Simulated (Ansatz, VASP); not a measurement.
Two plane-wave programs on HfO2

Contents of INCAR:

```
SYSTEM = HfO2
PREC     = Accurate       ! precision mode
ENCUT    = 520            ! plane-wave cutoff, eV
EDIFF    = 1E-7           ! SCF threshold, eV
ISMEAR   = -1             ! smearing method
SIGMA    = 0.05           ! smearing width, eV
LREAL    = .False.        ! projectors in reciprocal space
LASPH    = .True.         ! aspherical terms in the spheres
NELM     = 60             ! most SCF steps
ALGO     = Normal         ! electronic algorithm
ISIF     = 2              ! what is computed and relaxed
LWAVE    = .False.        ! write WAVECAR
LCHARG   = .False.        ! write CHGCAR
GGA      = PE             ! functional
NBANDS   = 56             ! bands
```

The input KPOINTS:

```
Automatic mesh
0
Gamma
  5 5 5
  0 0 0
```

POSCAR

```
HfO2
1.0
    5.2183784252      0.0000000000      0.0000000000
    0.0000000000      5.2874062132      0.0000000000
   -0.8755038659      0.0000000000      5.3161257910
Hf O
4 8
Direct
    0.2755000000      0.4603000000      0.7080000000
    0.7245000000      0.9603000000      0.7920000000
    0.7245000000      0.5397000000      0.2920000000
    0.2755000000      0.0397000000      0.2080000000
    0.0742000000      0.1684000000      0.8467000000
    0.9258000000      0.6684000000      0.6533000000
    0.9258000000      0.8316000000      0.1533000000
    0.0742000000      0.3316000000      0.3467000000
    0.4487000000      0.7419000000      0.9801000000
    0.5513000000      0.2419000000      0.5199000000
    0.5513000000      0.2581000000      0.0199000000
    0.4487000000      0.7581000000      0.4801000000
```

input.yaml

```yaml
crystal:
  lattice:
    - [5.2183784252, 0.0, 0.0]
    - [0.0, 5.2874062132, 0.0]
    - [-0.8755038659, 0.0, 5.316125791]
  atoms:
    - { symbol: Hf, position: [0.2755, 0.4603, 0.708] }
    - { symbol: Hf, position: [0.7245, 0.9603, 0.792] }
    - { symbol: Hf, position: [0.7245, 0.5397, 0.292] }
    - { symbol: Hf, position: [0.2755, 0.0397, 0.208] }
    - { symbol: O, position: [0.0742, 0.1684, 0.8467] }
    - { symbol: O, position: [0.9258, 0.6684, 0.6533] }
    - { symbol: O, position: [0.9258, 0.8316, 0.1533] }
    - { symbol: O, position: [0.0742, 0.3316, 0.3467] }
    - { symbol: O, position: [0.4487, 0.7419, 0.9801] }
    - { symbol: O, position: [0.5513, 0.2419, 0.5199] }
    - { symbol: O, position: [0.5513, 0.2581, 0.0199] }
    - { symbol: O, position: [0.4487, 0.7581, 0.4801] }
hamiltonian:
  xc: pbe
  pseudopotentials: { kind: nc }
kpoints:
  mp_grid: { grid: [5, 5, 5] }
scf:
  occupations: { method: fermi_dirac, width: 0.05 }
output:
  forces: true
  stress: true
  eigenvalues: true
```

Alike in both runs: task single point; functional PBE; k mesh 5 × 5 × 5; occupations fermi-dirac, width 0.05 eV; no spin polarisation.

|  | VASP | Ansatz |
| --- | --- | --- |
| version | VASP 6.6.1 | Ansatz 0.2.0 |
| potentials or method | VASP PAW PBE potentials, release 64 (Hf_pv, O) | Ansatz NC |
| plane-wave cutoff (eV) | 520 | 1240 |
| valence electrons in the cell | 88 | 152 |

VASP gave:

- gap on the k mesh at the Fermi level (eV): 3.96
- least direct gap on the mesh (eV): 4.03
- pressure (GPa): -10.2
- traceless stress, the component that is largest in VASP (GPa): -1.00
- rms of the force components (eV/Å): 0.150

Task: What did Ansatz give for the same quantities?

Result: gap on the k mesh at the Fermi level (eV): 4.00; least direct gap on the mesh (eV): 4.08; pressure (GPa): -7.4; traceless stress, the component that is largest in VASP (GPa): -0.96; rms of the force components (eV/Å): 0.137.

Atom by atom the forces differ by 0.034 eV/Å (rms over components). The functional is the same, so the differences come from potentials, cutoffs and numerics. VASP's potentials hold 88 valence electrons a cell and Ansatz's 152, so a difference there can come from the potentials and not from the codes.

Neither program's run includes spin-orbit coupling. Noted on Ansatz's run: odd divisions of the mesh miss points on the zone boundary, where band edges often lie, so the gap on the mesh can be too wide.
